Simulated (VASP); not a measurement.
# HfN (F-43m) in VASP: further runs

HfN is run at these levels: PBE0; tasks: single point.

Program: VASP 6.6.1. These are calculated values, not measurements. Logs are shortened: lines on timing, memory, paths and dates and some standing lists are left out, and cuts for length are marked.

## (1) The cell of the first run

The structure is cubic, space group F-43m (No. 216). Conventional cell: a = 4.809 Å, b = 4.809 Å, c = 4.809 Å, α = 90.00°, β = 90.00°, γ = 90.00°. Hf (site symmetry -43m) has 4 N at 2.08 Å within 2.8 Å. N (site symmetry -43m) has 4 Hf at 2.08 Å within 2.8 Å.

## (2) Single point, PBE0

Contents of POSCAR:

```
HfN
1.0
    0.0000000000      2.4047095306      2.4047095306
    2.4047095306      0.0000000000      2.4047095306
    2.4047095306      2.4047095306      0.0000000000
Hf N
1 1
Direct
    0.0000000000      0.0000000000      0.0000000000
    0.2500000000      0.2500000000      0.2500000000
```

Contents of INCAR.step1:

```
SYSTEM = HfN
PREC = Accurate
ENCUT = 520
EDIFF = 1E-5
ISMEAR = -1
SIGMA = 0.05
LREAL = .FALSE.
LASPH = .TRUE.
NELM = 60
ALGO = Normal
ISIF = 2
LWAVE = .TRUE.
NBANDS = 14
GGA = PE
```

Contents of INCAR.step2:

```
SYSTEM = HfN
PREC = Accurate
ENCUT = 520
EDIFF = 1E-6
ISMEAR = -1
SIGMA = 0.05
LREAL = .FALSE.
LASPH = .TRUE.
NELM = 60
ALGO = Normal
ISIF = 2
LWAVE = .FALSE.
LCHARG = .TRUE.
GGA = PE
LHFCALC = .TRUE.
AEXX = 0.25
PRECFOCK = Normal
LELF = .TRUE.
LVHAR = .TRUE.
NBANDS = 14
ISTART = 1
```

Contents of KPOINTS:

```
Automatic mesh
0
G
  6 6 6
  0 0 0
```

Potentials or basis: VASP PAW PBE potentials, release 64 (Hf_pv, N).

Launch:

```sh
cat potpaw_PBE.64/Hf_pv/POTCAR potpaw_PBE.64/N/POTCAR > POTCAR
cp INCAR.step1 INCAR
mpirun -np 1 vasp_std > vasp.out
cp INCAR.step2 INCAR
mpirun -np 1 vasp_std > vasp.out
```

OUTCAR:

```text
SYSTEM = HfN
   PREC = Accurate
   ENCUT = 520
   EDIFF = 1E-6
   ISMEAR = -1
   LREAL = .FALSE.
   LASPH = .TRUE.
   NELM = 60
   ISIF = 2
   GGA = PE
   LHFCALC = .TRUE.
   AEXX = 0.25
   PRECFOCK = Normal
   ISTART = 1

 ion  position               nearest neighbor table
   1  0.000  0.000  0.000-   2 2.08   2 2.08   2 2.08   2 2.08
   2  0.250  0.250  0.250-   1 2.08   1 2.08   1 2.08   1 2.08

  LATTYP: Found a face centered cubic cell.
 ALAT       =     4.8094190612

  Lattice vectors:

 A1 = (   0.0000000000,   2.4047095306,   2.4047095306)
 A2 = (   2.4047095306,   0.0000000000,   2.4047095306)
 A3 = (   2.4047095306,   2.4047095306,   0.0000000000)

Analysis of symmetry for initial positions (statically):
=====================================================================
 Subroutine PRICEL returns:
 Original cell was already a primitive cell.

 Routine SETGRP: Setting up the symmetry group for a
 face centered cubic supercell.

 Subroutine GETGRP returns: Found 24 space group operations
 (whereof 24 operations were pure point group operations)
 out of a pool of 48 trial point group operations.

The static configuration has the point symmetry T_d .

Analysis of symmetry for dynamics (positions and initial velocities):
=====================================================================
 Subroutine PRICEL returns:
 Original cell was already a primitive cell.

 Routine SETGRP: Setting up the symmetry group for a
 face centered cubic supercell.

 Subroutine GETGRP returns: Found 24 space group operations
 (whereof 24 operations were pure point group operations)
 out of a pool of 48 trial point group operations.

The dynamic configuration has the point symmetry T_d .

 Subroutine INISYM returns: Found 24 space group operations
 (whereof 24 operations are pure point group operations),
 and found     1 'primitive' translations

----------------------------------------------------------------------------------------

                                     Primitive cell

  volume of cell :      27.8111

  direct lattice vectors                    reciprocal lattice vectors
     0.000000000  2.404709531  2.404709531    -0.207925321  0.207925321  0.207925321
     2.404709531  0.000000000  2.404709531     0.207925321 -0.207925321  0.207925321
     2.404709531  2.404709531  0.000000000     0.207925321  0.207925321 -0.207925321

  length of vectors
     3.400772832  3.400772832  3.400772832     0.360137219  0.360137219  0.360137219

  position of ions in fractional coordinates (direct lattice)
     0.000000000  0.000000000  0.000000000
     0.250000000  0.250000000  0.250000000

  ion indices of the primitive-cell ions
   primitive index   ion index
                 1           1
                 2           2

----------------------------------------------------------------------------------------

 KPOINTS: Automatic mesh

Automatic generation of k-mesh.
 Grid dimensions read from file:
 generate k-points for:    6    6    6

 Generating k-lattice:

  Cartesian coordinates                     Fractional coordinates (reciprocal lattice)
    -0.034654220  0.034654220  0.034654220     0.166666667  0.000000000  0.000000000
     0.034654220 -0.034654220  0.034654220     0.000000000  0.166666667  0.000000000
     0.034654220  0.034654220 -0.034654220     0.000000000  0.000000000  0.166666667

  Length of vectors
     0.060022870  0.060022870  0.060022870

  Shift w.r.t. Gamma in fractional coordinates (k-lattice)
     0.000000000  0.000000000  0.000000000

 Subroutine IBZKPT returns following result:
 ===========================================

 Found     16 irreducible k-points:

 Following reciprocal coordinates:
            Coordinates               Weight
  0.000000  0.000000  0.000000      1.000000
  0.166667  0.000000  0.000000      8.000000
  0.333333  0.000000  0.000000      8.000000
  0.500000  0.000000  0.000000      4.000000
  0.166667  0.166667  0.000000      6.000000
  0.333333  0.166667  0.000000     24.000000
[... 8 lines left out ...]
 -0.333333  0.333333  0.166667     24.000000
 -0.333333  0.500000  0.166667     12.000000
   k-points           NKPTS =     16   k-points in BZ     NKDIM =    216   number of bands    NBANDS=     14
   number of dos      NEDOS =    301   number of ions     NIONS =      2
   total plane-waves  NPLWV =  21952
   dimension x,y,z NGX =    28 NGY =   28 NGZ =   28
   dimension x,y,z NGXF=    56 NGYF=   56 NGZF=   56
   ions per type =               1   1
   NGX,Y,Z   is equivalent  to a cutoff of  13.69, 13.69, 13.69 a.u.
   NGXF,Y,Z  is equivalent  to a cutoff of  27.38, 27.38, 27.38 a.u.
 SYSTEM =  HfN
   PREC   = accura    normal or accurate (medium, high low for compatibility)
   ISTART =      1    job   : 0-new  1-cont  2-samecut
   ICHARG =      0    charge: 1-file 2-atom 10-const
   ISPIN  =      1    spin polarized calculation?
   LNONCOLLINEAR =      F non collinear calculations
   LSORBIT =      F    spin-orbit coupling
   LASPH  =      T    aspherical Exc in radial PAW
   ENCUT  =  520.0 eV  38.22 Ry    6.18 a.u.   6.32  6.32  6.32*2*pi/ulx,y,z
   NELM   =     60;   NELMIN=  2; NELMDL=  0     # of ELM steps
   EDIFF  = 0.1E-05   stopping-criterion for ELM
   LREAL  =      F    real-space projection
   EDIFFG = 0.1E-04   stopping-criterion for IOM
   NSW    =      0    number of steps for IOM
   IBRION =     -1    ionic relax: 0-MD 1-quasi-New 2-CG
   NFREE  =      0    steps in history (QN), initial steepest desc. (CG)
   ISIF   =      2    stress and relaxation
   ISYM   =      3    0-nonsym 1-usesym 2-fastsym
   POTIM  = 0.5000    time-step for ionic-motion
   TEBEG  =    0.0;   TEEND  =   0.0 temperature during run
   PSTRESS=    0.0 pullay stress
   NELECT =      15.0000    total number of electrons
   NUPDOWN=      -1.0000    fix difference up-down
   EMIN   =  10.00;   EMAX   =-10.00  energy-range for DOS
   EFERMI =   0.00;   METHOD = LEGACY
   ISMEAR =    -1;   SIGMA  =   0.05  broadening in eV -4-tet -1-fermi 0-gaus
   EFERMI_NEDOS =   21; number of points for ismear=-14 and -15
   IALGO  =     38    algorithm
   IMIX   =      1    mixing-type and parameters
     AMIX     =   0.40;   BMIX     =  1.00
     AMIX_MAG =   1.60;   BMIX_MAG =  1.00
  volume/ion in A,a.u.               =      13.91        93.84
  Fermi-wavevector in a.u.,A,eV,Ry     =   1.332598  2.518246 24.161478  1.775819
  Thomas-Fermi vector in A             =   2.461521
   LORBIT       =      0    0 simple, 1 ext, 2 COOP (PROOUT), +10 PAW based schemes
   GGA     = PE    functional components
   LHFCALC =     T    Hartree Fock is set to
   PRECFOCK=normal    Normal, Fast or Accurate (Low or Medium for compatibility)
   ENCUT4O =  -1.0   cutoff for four orbital integrals eV
   NKREDX  =     1    reduce k-point grid by
   NKREDY  =     1    reduce k-point grid by
   NKREDZ  =     1    reduce k-point grid by
   AEXX    =    0.2500 exact exchange contribution
   HFSCREEN=    0.0000 screening length (either q_TF or 0.3 A-1)
   HFSCREENC=   0.0000 screening length for correlation (either q_TF or 0.3 A-1)
   ENCUTFOCK=  -1.0 apply spherical cutoff to Coloumb kernel
   IVDW    =     0    specifies the selected vdW correction
   LEPSILON=     F    determine dielectric tensor
   LRPA    =     F    only Hartree local field effects (RPA)
 non-spin polarized calculation
  energy-cutoff  :      520.00
  volume of cell :       27.81
 maximum number of plane-waves:       757
 NGX is ok and might be reduce to    28
  NGX = 20; NGY = 20; NGZ = 20

 number of electron      15.0000001 magnetization

 Free energy of the ion-electron system (eV)
  ---------------------------------------------------
  ext. energy  EPLUGINS =         0.00000000
  ---------------------------------------------------
  free energy    TOTEN  =       -26.28361229 eV

  energy without entropy =      -26.27996651  energy(sigma->0) =      -26.28178940

 E-fermi :   6.9030     XC(G=0):  -9.0723

 val. band max:        5.8569081756   @ k =   0.5000   0.3333   0.1667
 cond. band min:       7.0340886073   @ k =   0.3333   0.1667   0.0000
 fundamental gap:      1.1771804317
 Fermi energy:         6.9029881566

 k-point     1 :       0.0000    0.0000    0.0000
  band No.  band energies     occupation
      1     -27.4670      2.00000
      2     -27.4670      2.00000
      3     -27.4670      2.00000
      4     -12.9024      2.00000
      5      -0.9391      2.00000
      6      -0.9391      2.00000
      7      -0.9391      2.00000
      8       5.7068      2.00000
      9       9.6890      0.00000
     10       9.6890      0.00000
     11      14.4401      0.00000
     12      14.4401      0.00000
     13      14.4401      0.00000
     14      20.5284      0.00000

 k-point     2 :       0.1667    0.0000    0.0000
  band No.  band energies     occupation
      1     -27.6543      2.00000
      2     -27.4908      2.00000
      3     -27.4908      2.00000
      4     -12.5209      2.00000
      5      -1.4023      2.00000
      6      -0.7177      2.00000
      7      -0.7177      2.00000
      8       7.6053      0.00000
      9       9.2453      0.00000
     10       9.2453      0.00000
     11      13.7409      0.00000
     12      15.0817      0.00000
     13      15.0817      0.00000
     14      18.2202      0.00000

 k-point     3 :       0.3333    0.0000    0.0000
  band No.  band energies     occupation
      1     -28.0078      2.00000
      2     -27.5376      2.00000
      3     -27.5376      2.00000
      4     -11.8500      2.00000
      5      -1.4709      2.00000
      6      -0.3496      2.00000
      7      -0.3496      2.00000
      8       8.9639      0.00000
      9       9.3646      0.00000
     10       9.3646      0.00000
     11      12.7010      0.00000
     12      14.3963      0.00000
     13      14.3963      0.00000
     14      16.0086      0.00000
[... 188 lines left out ...]
 k-point    15 :      -0.3333    0.3333    0.1667
  band No.  band energies     occupation
      1     -28.0592      2.00000
      2     -27.8115      2.00000
      3     -27.6527      2.00000
      4     -11.1894      2.00000
      5      -0.9251      2.00000
      6      -0.5953      2.00000
      7       0.8973      2.00000
      8       5.0284      2.00000
      9       8.8286      0.00000
     10      10.6994      0.00000
     11      13.5115      0.00000
     12      14.2812      0.00000
     13      15.9639      0.00000
     14      18.5902      0.00000

 k-point    16 :      -0.3333    0.5000    0.1667
  band No.  band energies     occupation
      1     -28.0850      2.00000
      2     -27.7971      2.00000
      3     -27.7103      2.00000
      4     -11.0883      2.00000
      5      -1.7031      2.00000
      6       0.3010      2.00000
      7       1.3378      2.00000
      8       4.2325      2.00000
      9       8.7622      0.00000
     10      11.3285      0.00000
     11      12.5902      0.00000
     12      14.2199      0.00000
     13      18.5020      0.00000
     14      19.1846      0.00000

------------------------ aborting loop because EDIFF is reached ----------------------------------------

  FORCE on cell =-STRESS in cart. coord.  units (eV):
  Direction    XX          YY          ZZ          XY          YZ          ZX
  --------------------------------------------------------------------------------------
  -------------------------------------------------------------------------------------
  Total        1.5424334      1.5424334      1.5424334     -0.0000000     -0.0000000      0.0000000
  in kB       88.8585292     88.8585292     88.8585292     -0.0000000     -0.0000000      0.0000000
  external PRESSURE =      88.8585292 kB  Pullay stress =       0.0000000 kB

 VOLUME and BASIS-vectors are now :
 -----------------------------------------------------------------------------
  energy-cutoff  :      520.00
  volume of cell :       27.81
      direct lattice vectors                 reciprocal lattice vectors
     0.000000000  2.404709531  2.404709531    -0.207925321  0.207925321  0.207925321
     2.404709531  0.000000000  2.404709531     0.207925321 -0.207925321  0.207925321
     2.404709531  2.404709531  0.000000000     0.207925321  0.207925321 -0.207925321

 POSITION                                       TOTAL-FORCE (eV/Angst)
 -----------------------------------------------------------------------------------
      0.00000      0.00000      0.00000         0.000000      0.000000      0.000000
      1.20235      1.20235      1.20235        -0.000000     -0.000000     -0.000000
 -----------------------------------------------------------------------------------
    total drift:                               -0.000000     -0.000000     -0.000000

  FREE ENERGIE OF THE ION-ELECTRON SYSTEM (eV)
  ---------------------------------------------------
  free  energy   TOTEN  =       -26.2836122893 eV

  energy  without entropy=      -26.2799665148  energy(sigma->0) =      -26.28178940
```

It took 19 min on 1 thread of Intel Xeon Platinum 8375C at 2.90GHz (Ice Lake), shared host; peak memory 0.17 GiB.

What came out:

| Item | Value |
| --- | --- |
| Free energy | -26.2836 eV |
| Pressure | 8.9 GPa |
| Band gap on the k mesh | zero (an odd number of electrons rules out a gap without spin polarisation) |

Levels at points of the mesh, in eV from the Fermi level:
```tsv
k point	band 4	band 5	band 6	band 7	band 8	band 9	band 10	band 11
(0.00, 0.00, 0.00)	-19.81	-7.84	-7.84	-7.84	-1.20	2.79	2.79	7.54
(0.50, 0.00, 0.00)	-18.48	-7.99	-7.12	-7.12	1.68	3.33	3.33	4.71
(0.50, 0.50, 0.00)	-18.02	-9.43	-5.60	-5.60	-2.55	2.69	4.93	5.34
```

Caveat: the k points lie up to 0.38 Å⁻¹ apart, too coarse for converged energies and pressures of a metal; the PAW data sets were made with another functional, which shifts forces and pressure a little; spin-orbit coupling is left out, which moves the levels of the heavy elements.

## (3) Single point, PBE0

This run uses another cell than the first one, of 14.20 Å³/atom.

Contents of POSCAR:

```
HfN
1.0
    0.0000000000      2.4216446627      2.4216446627
    2.4216446627      0.0000000000      2.4216446627
    2.4216446627      2.4216446627      0.0000000000
Hf N
1 1
Direct
    0.0000000000      0.0000000000      0.0000000000
    0.2500000000      0.2500000000      0.2500000000
```

Contents of INCAR.step1:

```
SYSTEM = HfN
PREC     = Accurate       ! precision mode
ENCUT    = 520            ! plane-wave cutoff, eV
EDIFF    = 1E-5           ! SCF threshold, eV
ISMEAR   = -1             ! smearing method
SIGMA    = 0.05           ! smearing width, eV
LREAL    = .False.        ! projectors in reciprocal space
LASPH    = .True.         ! aspherical terms in the spheres
NELM     = 80             ! most SCF steps
ALGO     = Normal         ! electronic algorithm
ISIF     = 2              ! what is computed and relaxed
LWAVE    = .True.         ! write WAVECAR
LCHARG   = .False.        ! write CHGCAR
GGA      = PE             ! functional
NBANDS   = 14             ! bands
```

Contents of INCAR.step2:

```
SYSTEM = HfN
PREC     = Accurate       ! precision mode
ENCUT    = 520            ! plane-wave cutoff, eV
EDIFF    = 1E-6           ! SCF threshold, eV
ISMEAR   = -1             ! smearing method
SIGMA    = 0.05           ! smearing width, eV
LREAL    = .False.        ! projectors in reciprocal space
LASPH    = .True.         ! aspherical terms in the spheres
NELM     = 80             ! most SCF steps
ALGO     = Normal         ! electronic algorithm
ISIF     = 2              ! what is computed and relaxed
LWAVE    = .False.        ! write WAVECAR
LCHARG   = .False.        ! write CHGCAR
GGA      = PE             ! functional
LHFCALC  = .True.         ! exact exchange
AEXX     = 0.25           ! exact-exchange fraction
PRECFOCK = Normal       
ISTART   = 1            
NBANDS   = 14             ! bands
```

Contents of KPOINTS:

```
regular mesh
0
Gamma
  6 6 6
  0 0 0
```

Potentials or basis: VASP PAW PBE potentials, release 64 (Hf_pv, N).

Launch:

```sh
cat potpaw_PBE.64/Hf_pv/POTCAR potpaw_PBE.64/N/POTCAR > POTCAR
cp INCAR.step1 INCAR
mpirun -np 1 vasp_std > vasp.out
cp INCAR.step2 INCAR
mpirun -np 1 vasp_std > vasp.out
```

Run time: 19 min. Hardware: 1 thread of Intel Xeon Platinum 8375C at 2.90GHz (Ice Lake), shared host; peak memory 0.18 GiB.

Results (log left out):

* Free energy: -26.3074 eV
* Pressure: 3.9 GPa
* Band gap on the k mesh: zero (an odd number of electrons rules out a gap without spin polarisation)

Levels at points of the mesh, in eV from the Fermi level:
| k point | band 3 | band 4 | band 5 | band 6 | band 7 | band 8 | band 9 | band 10 | band 11 | band 12 |
| --- | --- | --- | --- | --- | --- | --- | --- | --- | --- | --- |
| (0.00, 0.00, 0.00) | -34.45 | -19.69 | -7.73 | -7.73 | -7.73 | -1.25 | 2.73 | 2.73 | 7.39 | 7.39 |
| (0.50, 0.00, 0.00) | -34.54 | -18.42 | -7.95 | -7.03 | -7.03 | 1.63 | 3.25 | 3.25 | 4.62 | 5.87 |
| (0.50, 0.50, 0.00) | -34.67 | -17.98 | -9.30 | -5.58 | -5.58 | -2.54 | 2.62 | 4.80 | 5.20 | 5.20 |

Caveat: the k points lie up to 0.37 Å⁻¹ apart, too coarse for converged energies and pressures of a metal; the PAW data sets were made with another functional, which shifts forces and pressure a little; spin-orbit coupling is left out, which moves the levels of the heavy elements.
